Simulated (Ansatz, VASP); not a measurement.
**One calculation of CaSe, two programs**

```xyz
2
Lattice="0.0000 3.3000 3.3000 3.3000 0.0000 3.3000 3.3000 3.3000 0.0000" Properties=species:S:1:pos:R:3 pbc="T T T"
Se    1.6500    1.6500    1.6500
Ca    0.0000    0.0000    0.0000
```

Alike in both runs: functional LDA; k mesh 7 × 7 × 7; occupations fermi-dirac, width 0.02 eV; no spin polarisation.

```csv
,VASP,Ansatz
version,VASP 6.6.1,Ansatz 0.2.0
potentials or method,"VASP PAW LDA potentials, release 64 (Se, Ca_sv), cutoff 520 eV","all-electron LAPW, scalar-relativistic"
task,single point,density of states
```

|  | VASP | Ansatz | Ansatz less VASP |
| --- | --- | --- | --- |
| gap on the k mesh at the Fermi level (eV) | 2.89 | 2.88 | -0.013 |
| least direct gap on the mesh (eV) | 2.99 | 2.97 | -0.015 |
| pressure (GPa) | -2.6 | -2.7 | -0.12 |

LDA's correlation is that of Perdew and Zunger in VASP and of Perdew and Wang (1992) in Ansatz. Ansatz ran all-electron here, and VASP with PAW potentials.
